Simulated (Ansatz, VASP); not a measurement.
# Mo7S12 in VASP and in Ansatz

```
Mo S
1.0
     1.52614    4.54532   -6.15455
     3.00948   -3.61798   -6.15132
    -4.69355   -0.95220   -6.21736
Mo S
7 12
Direct
  0.46385 0.81841 0.73027
  0.70111 0.43767 0.83057
  0.15105 0.31844 0.51869
  0.86009 0.70884 0.44388
  0.26514 0.59872 0.12467
  0.57784 0.11533 0.29585
  0.97244 0.98491 0.03502
  0.67097 0.09979 0.96475
  0.94804 0.66887 0.11710
  0.38145 0.52250 0.81963
  0.12427 0.97678 0.69417
  0.53062 0.80610 0.40380
  0.82014 0.37869 0.53230
  0.25507 0.24773 0.23359
  0.20026 0.62298 0.44745
  0.45670 0.18729 0.60047
  0.89043 0.06197 0.32209
  0.31154 0.92310 0.02052
  0.77837 0.72131 0.78108
```

Alike in both runs: functional PBE; dispersion D3(BJ); k mesh 3 × 3 × 3; occupations gaussian, width 0.1 eV; no spin polarisation.

Ansatz relaxed the structure, and its values are those at the end. VASP's run is a single point on that final structure, the one shown.

```csv
,VASP,Ansatz
version,VASP 6.6.1,Ansatz 0.2.0
potentials or method,"VASP PAW PBE potentials, release 64 (Mo_sv, S), cutoff 520 eV","scalar-relativistic, plane waves, PAW"
valence electrons in the cell,170,170
```

VASP gave:

* gap on the k mesh at the Fermi level (eV): none
* pressure (GPa): -0.1
* rms of the force components (eV/Å): 0.013

Task: Estimate Ansatz's values.

Result: gap on the k mesh at the Fermi level (eV): none; pressure (GPa): 0.0; rms of the force components (eV/Å): 0.009.

A gap of «none» marks a metal or a gap that the smearing closes.
